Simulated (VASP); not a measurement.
# Ge2Sb2O (P-3m1) in VASP: notebook

The runs below take Ge2Sb2O through single point, with PBE.

Program: VASP 6.6.1. These are calculated values, not measurements. Logs are shortened: lines on timing, memory, paths and dates and some standing lists are left out, and cuts for length are marked.

## (1) The cell of the first run

It takes space group P-3m1 (No. 164, trigonal). The conventional cell has a = 4.198 Å, b = 4.198 Å, c = 9.294 Å, α = 90.00°, β = 90.00°, γ = 120.00°. Within 2.4 Å of Ge (site symmetry 3m) lie 1 O at 1.78 Å. Sb (site symmetry 3m) has 3 Ge at 2.70 Å within 3.6 Å. Within 2.4 Å of O (site symmetry -3m) lie 2 Ge at 1.78 Å.

## (2) Single point, PBE

Contents of INCAR:

```
PREC = Accurate
ENCUT = 520
EDIFF = 1E-6
ISMEAR = 0
SIGMA = 0.01
LREAL = F
LASPH = T
NELM = 60
ALGO = Normal
ISIF = 2
LWAVE = F
LCHARG = T
GGA = PE
LELF = T
LVHAR = T
NBANDS = 30
```

Contents of KPOINTS:

```
Automatic mesh
0
Gamma
  12 12 4
```

Contents of POSCAR:

```
Ge2Sb2O
1.0
    4.1977130240      0.0000000000      0.0000000000
   -2.0988565120      3.6353261166      0.0000000000
    0.0000000000      0.0000000000      9.2938472271
Ge Sb O
2 2 1
Direct
    0.0000000000      0.0000000000      0.1920360241
    0.0000000000      0.0000000000      0.8079639759
    0.6666666667      0.3333333333      0.6795256642
    0.3333333333      0.6666666667      0.3204743358
    0.0000000000      0.0000000000      0.0000000000
```

Potentials or basis: VASP PAW PBE potentials, release 64 (Ge_d, Sb, O).

Launch:

```console
$ cat potpaw_PBE.64/Ge_d/POTCAR potpaw_PBE.64/Sb/POTCAR potpaw_PBE.64/O/POTCAR > POTCAR
$ mpirun -np 1 vasp_std > vasp.out
```

OUTCAR:

```text
PREC = Accurate
   ENCUT = 520
   EDIFF = 1E-6
   ISMEAR = 0
   LREAL = F
   LASPH = T
   NELM = 60
   ISIF = 2
   GGA = PE

 ion  position               nearest neighbor table
   1  0.000  0.000  0.192-   5 1.78   4 2.70   4 2.70   4 2.70
   2  0.000  0.000  0.808-   5 1.78   3 2.70   3 2.70   3 2.70
   3  0.667  0.333  0.680-   2 2.70   2 2.70   2 2.70
   4  0.333  0.667  0.320-   1 2.70   1 2.70   1 2.70
   5  0.000  0.000  0.000-   1 1.78   2 1.78

  LATTYP: Found a hexagonal cell.
 ALAT       =     4.1977130240
 C/A-ratio  =     2.2140263458

  Lattice vectors:

 A1 = (   4.1977130240,   0.0000000000,   0.0000000000)
 A2 = (  -2.0988565120,   3.6353261166,   0.0000000000)
 A3 = (   0.0000000000,   0.0000000000,   9.2938472271)

Analysis of symmetry for initial positions (statically):
=====================================================================
 Subroutine PRICEL returns:
 Original cell was already a primitive cell.

 Routine SETGRP: Setting up the symmetry group for a
 hexagonal supercell.

 Subroutine GETGRP returns: Found 12 space group operations
 (whereof 12 operations were pure point group operations)
 out of a pool of 24 trial point group operations.

The static configuration has the point symmetry D_3d.

Analysis of symmetry for dynamics (positions and initial velocities):
=====================================================================
 Subroutine PRICEL returns:
 Original cell was already a primitive cell.

 Routine SETGRP: Setting up the symmetry group for a
 hexagonal supercell.

 Subroutine GETGRP returns: Found 12 space group operations
 (whereof 12 operations were pure point group operations)
 out of a pool of 24 trial point group operations.

The dynamic configuration has the point symmetry D_3d.

 Subroutine INISYM returns: Found 12 space group operations
 (whereof 12 operations are pure point group operations),
 and found     1 'primitive' translations

----------------------------------------------------------------------------------------

                                     Primitive cell

  volume of cell :     141.8246

  direct lattice vectors                    reciprocal lattice vectors
     4.197713024  0.000000000  0.000000000     0.238224956  0.137539242  0.000000000
[... 90 lines left out ...]
   ENCUT  =  520.0 eV  38.22 Ry    6.18 a.u.   7.80  7.80 17.28*2*pi/ulx,y,z
   NELM   =     60;   NELMIN=  2; NELMDL= -5     # of ELM steps
   EDIFF  = 0.1E-05   stopping-criterion for ELM
   LREAL  =      F    real-space projection
   EDIFFG = 0.1E-04   stopping-criterion for IOM
   NSW    =      0    number of steps for IOM
   IBRION =     -1    ionic relax: 0-MD 1-quasi-New 2-CG
   NFREE  =      0    steps in history (QN), initial steepest desc. (CG)
   ISIF   =      2    stress and relaxation
   ISYM   =      2    0-nonsym 1-usesym 2-fastsym
   POTIM  = 0.5000    time-step for ionic-motion
   TEBEG  =    0.0;   TEEND  =   0.0 temperature during run
   PSTRESS=    0.0 pullay stress
   NELECT =      44.0000    total number of electrons
   NUPDOWN=      -1.0000    fix difference up-down
   EMIN   =  10.00;   EMAX   =-10.00  energy-range for DOS
   EFERMI =   0.00;   METHOD = LEGACY
   ISMEAR =     0;   SIGMA  =   0.01  broadening in eV -4-tet -1-fermi 0-gaus
   EFERMI_NEDOS =   21; number of points for ismear=-14 and -15
   IALGO  =     38    algorithm
   IMIX   =      4    mixing-type and parameters
     AMIX     =   0.40;   BMIX     =  1.00
     AMIX_MAG =   1.60;   BMIX_MAG =  1.00
  volume/ion in A,a.u.               =      28.36       191.42
  Fermi-wavevector in a.u.,A,eV,Ry     =   1.108260  2.094309 16.711237  1.228241
  Thomas-Fermi vector in A             =   2.244785
   LORBIT       =      0    0 simple, 1 ext, 2 COOP (PROOUT), +10 PAW based schemes
   GGA     = PE    functional components
   LHFCALC =     F    Hartree Fock is set to
   AEXX    =    0.0000 exact exchange contribution
   IVDW    =     0    specifies the selected vdW correction
   LEPSILON=     F    determine dielectric tensor
   LRPA    =     F    only Hartree local field effects (RPA)
 non-spin polarized calculation
 Gauss-broadening in eV      SIGMA  =   0.01
  energy-cutoff  :      520.00
  volume of cell :      141.82
 maximum number of plane-waves:      3874
   NGX = 15   NGY = 15   NGZ = 35

 number of electron      43.9999992 magnetization

 Free energy of the ion-electron system (eV)
  ---------------------------------------------------
  ext. energy  EPLUGINS =         0.00000000
  ---------------------------------------------------
  free energy    TOTEN  =       -23.74175802 eV

  energy without entropy =      -23.74175802  energy(sigma->0) =      -23.74175802

 E-fermi :   3.6083     XC(G=0):  -8.5599

 val. band max:        3.4822029865   @ k =   0.0000   0.0000   0.0000
 cond. band min:       3.7085789184   @ k =   0.5000  -0.0000   0.5000
 fundamental gap:      0.2263759319
 Fermi energy:         3.6083446330

 k-point     1 :       0.0000    0.0000    0.0000
  band No.  band energies     occupation
      1     -21.3912      2.00000
      2     -21.2529      2.00000
      3     -21.1665      2.00000
      4     -21.1665      2.00000
      5     -21.1651      2.00000
      6     -21.1651      2.00000
[... 781 lines left out ...]
     29       7.9311      0.00000
     30       9.4551      0.00000

 [... further k-points ...]

------------------------ aborting loop because EDIFF is reached ----------------------------------------

  FORCE on cell =-STRESS in cart. coord.  units (eV):
  Direction    XX          YY          ZZ          XY          YZ          ZX
  --------------------------------------------------------------------------------------
  -------------------------------------------------------------------------------------
  Total       -0.0008337     -0.0008337     -0.0360045      0.0000000     -0.0000000     -0.0000000
  in kB       -0.0094182     -0.0094182     -0.4067392      0.0000000     -0.0000000     -0.0000000
  external PRESSURE =      -0.1418586 kB  Pullay stress =       0.0000000 kB

 VOLUME and BASIS-vectors are now :
 -----------------------------------------------------------------------------
  energy-cutoff  :      520.00
  volume of cell :      141.82
      direct lattice vectors                 reciprocal lattice vectors
     4.197713024  0.000000000  0.000000000     0.238224956  0.137539242  0.000000000
    -2.098856512  3.635326117  0.000000000     0.000000000  0.275078485  0.000000000
     0.000000000  0.000000000  9.293847227     0.000000000  0.000000000  0.107598067

 POSITION                                       TOTAL-FORCE (eV/Angst)
 -----------------------------------------------------------------------------------
      0.00000      0.00000      1.78475        -0.000000      0.000000     -0.045282
      0.00000      0.00000      7.50909        -0.000000      0.000000      0.045282
      2.09886      1.21178      6.31541         0.000000     -0.000000     -0.036900
     -0.00000      2.42355      2.97844         0.000000      0.000000      0.036900
      0.00000      0.00000      0.00000         0.000000      0.000000      0.000000
 -----------------------------------------------------------------------------------
    total drift:                                0.000000     -0.000000      0.000000

  FREE ENERGIE OF THE ION-ELECTRON SYSTEM (eV)
  ---------------------------------------------------
  free  energy   TOTEN  =       -23.7417580199 eV

  energy  without entropy=      -23.7417580199  energy(sigma->0) =      -23.74175802
```

Run time: 2.1 min. Hardware: 1 thread of Intel Xeon 6975P-C (Granite Rapids), shared host; peak memory 0.44 GiB.

What came out:

```yaml
Free_energy: -23.7418 eV
Pressure: 0.0 GPa
Largest_force: 0.045 eV/Å
Band_gap_on_the_k_mesh: 0.23 eV (least direct gap 0.31 eV)
```

Forces in eV/Å, atoms in the order of the input:
```
Ge   0.000  0.000 -0.045
Ge   0.000  0.000  0.045
Sb   0.000  0.000 -0.037
Sb   0.000  0.000  0.037
O    0.000  0.000  0.000
```

Caveat: semilocal functionals underestimate gaps, and a narrow one can read as zero; spin-orbit coupling is left out, which moves the levels of the heavy elements. A k mesh can miss the band edges.

## (3) Single point, PBE

Contents of INCAR:

```
SYSTEM = Ge2Sb2O
  ALGO = Normal
  EDIFF = 1E-6
  ENCUT = 520
  GGA = PE
  ISIF = 2
  ISMEAR = 0
  LASPH = .True.
  LCHARG = .True.
  LELF = .True.
  LREAL = .False.
  LVHAR = .True.
  LWAVE = .False.
  NBANDS = 30
  NELM = 100
  PREC = Accurate
  SIGMA = 0.01
```

Contents of KPOINTS:

```
k-points
0
Gamma
  12 12 4
  0 0 0
```

Contents of POSCAR:

```
Ge2Sb2O
1.0
    4.1982480422      0.0000000000      0.0000000000
   -2.0991240211      3.6357894559      0.0000000000
    0.0000000000      0.0000000000      9.2973575152
Ge Sb O
2 2 1
Direct
    0.0000000000      0.0000000000      0.1919658273
    0.0000000000      0.0000000000      0.8080341727
    0.6666666667      0.3333333333      0.6796492419
    0.3333333333      0.6666666667      0.3203507581
    0.0000000000      0.0000000000      0.0000000000
```

Potentials or basis: VASP PAW PBE potentials, release 64 (Ge_d, Sb, O).

Launch:

```console
$ cat potpaw_PBE.64/Ge_d/POTCAR potpaw_PBE.64/Sb/POTCAR potpaw_PBE.64/O/POTCAR > POTCAR
$ mpirun -np 1 vasp_std > vasp.out
```

OUTCAR:

```text
SYSTEM = Ge2Sb2O
   EDIFF = 1E-6
   ENCUT = 520
   GGA = PE
   ISIF = 2
   ISMEAR = 0
   LASPH = .True.
   LREAL = .False.
   NELM = 100
   PREC = Accurate

 ion  position               nearest neighbor table
   1  0.000  0.000  0.192-   5 1.78   4 2.70   4 2.70   4 2.70
   2  0.000  0.000  0.808-   5 1.78   3 2.70   3 2.70   3 2.70
   3  0.667  0.333  0.680-   2 2.70   2 2.70   2 2.70
   4  0.333  0.667  0.320-   1 2.70   1 2.70   1 2.70
   5  0.000  0.000  0.000-   1 1.78   2 1.78

  LATTYP: Found a hexagonal cell.
 ALAT       =     4.1982480422
 C/A-ratio  =     2.2145803254

  Lattice vectors:

 A1 = (   4.1982480422,   0.0000000000,   0.0000000000)
 A2 = (  -2.0991240211,   3.6357894559,   0.0000000000)
 A3 = (   0.0000000000,   0.0000000000,   9.2973575152)

Analysis of symmetry for initial positions (statically):
=====================================================================
 Subroutine PRICEL returns:
 Original cell was already a primitive cell.

 Routine SETGRP: Setting up the symmetry group for a
 hexagonal supercell.

 Subroutine GETGRP returns: Found 12 space group operations
 (whereof 12 operations were pure point group operations)
 out of a pool of 24 trial point group operations.

The static configuration has the point symmetry D_3d.

Analysis of symmetry for dynamics (positions and initial velocities):
=====================================================================
 Subroutine PRICEL returns:
 Original cell was already a primitive cell.

 Routine SETGRP: Setting up the symmetry group for a
 hexagonal supercell.

 Subroutine GETGRP returns: Found 12 space group operations
 (whereof 12 operations were pure point group operations)
 out of a pool of 24 trial point group operations.

The dynamic configuration has the point symmetry D_3d.

 Subroutine INISYM returns: Found 12 space group operations
 (whereof 12 operations are pure point group operations),
[... 121 lines left out ...]
     AMIX     =   0.40;   BMIX     =  1.00
     AMIX_MAG =   1.60;   BMIX_MAG =  1.00
  volume/ion in A,a.u.               =      28.38       191.54
  Fermi-wavevector in a.u.,A,eV,Ry     =   1.108027  2.093867 16.704191  1.227723
  Thomas-Fermi vector in A             =   2.244549
   LORBIT       =      0    0 simple, 1 ext, 2 COOP (PROOUT), +10 PAW based schemes
   GGA     = PE    functional components
   LHFCALC =     F    Hartree Fock is set to
   AEXX    =    0.0000 exact exchange contribution
   IVDW    =     0    specifies the selected vdW correction
   LEPSILON=     F    determine dielectric tensor
   LRPA    =     F    only Hartree local field effects (RPA)
 non-spin polarized calculation
 Gauss-broadening in eV      SIGMA  =   0.01
  energy-cutoff  :      520.00
  volume of cell :      141.91
 maximum number of plane-waves:      3874
   NGX = 15   NGY = 15   NGZ = 35

 number of electron      43.9999992 magnetization

 Free energy of the ion-electron system (eV)
  ---------------------------------------------------
  ext. energy  EPLUGINS =         0.00000000
  ---------------------------------------------------
  free energy    TOTEN  =       -23.74176230 eV

  energy without entropy =      -23.74176230  energy(sigma->0) =      -23.74176230

 E-fermi :   3.6017     XC(G=0):  -8.5569

 val. band max:        3.4764421839   @ k =   0.0000   0.0000   0.0000
 cond. band min:       3.7032996499   @ k =   0.5000   0.0000   0.5000
 fundamental gap:      0.2268574660
 Fermi energy:         3.6016531809

 k-point     1 :       0.0000    0.0000    0.0000
  band No.  band energies     occupation
      1     -21.3964      2.00000
      2     -21.2581      2.00000
      3     -21.1717      2.00000
      4     -21.1717      2.00000
      5     -21.1703      2.00000
      6     -21.1703      2.00000
[... 781 lines left out ...]
     29       7.9242      0.00000
     30       9.4492      0.00000

 [... further k-points ...]

------------------------ aborting loop because EDIFF is reached ----------------------------------------

  FORCE on cell =-STRESS in cart. coord.  units (eV):
  Direction    XX          YY          ZZ          XY          YZ          ZX
  --------------------------------------------------------------------------------------
  -------------------------------------------------------------------------------------
  Total       -0.0155633     -0.0155633     -0.0445798      0.0000000     -0.0000000      0.0000000
  in kB       -0.1757052     -0.1757052     -0.5032944      0.0000000     -0.0000000      0.0000000
  external PRESSURE =      -0.2849016 kB  Pullay stress =       0.0000000 kB

 VOLUME and BASIS-vectors are now :
 -----------------------------------------------------------------------------
  energy-cutoff  :      520.00
  volume of cell :      141.91
      direct lattice vectors                 reciprocal lattice vectors
     4.198248042  0.000000000  0.000000000     0.238194597  0.137521715  0.000000000
    -2.099124021  3.635789456  0.000000000     0.000000000  0.275043429  0.000000000
     0.000000000  0.000000000  9.297357515     0.000000000  0.000000000  0.107557443

 POSITION                                       TOTAL-FORCE (eV/Angst)
 -----------------------------------------------------------------------------------
      0.00000      0.00000      1.78477         0.000000      0.000000     -0.044768
      0.00000      0.00000      7.51258        -0.000000     -0.000000      0.044768
      2.09912      1.21193      6.31894         0.000000      0.000000     -0.037238
     -0.00000      2.42386      2.97842        -0.000000     -0.000000      0.037238
      0.00000      0.00000      0.00000         0.000000      0.000000      0.000000
 -----------------------------------------------------------------------------------
    total drift:                                0.000000      0.000000      0.000000

  FREE ENERGIE OF THE ION-ELECTRON SYSTEM (eV)
  ---------------------------------------------------
  free  energy   TOTEN  =       -23.7417623003 eV

  energy  without entropy=      -23.7417623003  energy(sigma->0) =      -23.74176230
```

stdout:

```text
POSCAR found type information on POSCAR GeSbO
 POSCAR found :  3 types and       5 ions
 scaLAPACK will be used
 LDA part: xc-table for (Slater+PW92), standard interpolation
 POSCAR, INCAR and KPOINTS ok, starting setup
 FFT: planning ... GRIDC
 FFT: planning ... GRID_SOFT
 FFT: planning ... GRID
 WAVECAR not read
 entering main loop
```

It took 2.2 min on 1 thread of Intel Xeon 6975P-C (Granite Rapids), shared host; peak memory 0.44 GiB.

Results:

| Property | Result |
| --- | --- |
| Free energy | -23.7418 eV |
| Pressure | 0.0 GPa |
| Largest force | 0.045 eV/Å |
| Band gap on the k mesh | 0.23 eV (least direct gap 0.31 eV) |

Forces on the atoms (eV/Å):
```
Ge   0.000  0.000 -0.045
Ge   0.000  0.000  0.045
Sb   0.000  0.000 -0.037
Sb   0.000  0.000  0.037
O    0.000  0.000  0.000
```

Caveat: semilocal functionals underestimate gaps, and a narrow one can read as zero; spin-orbit coupling is left out, which moves the levels of the heavy elements.
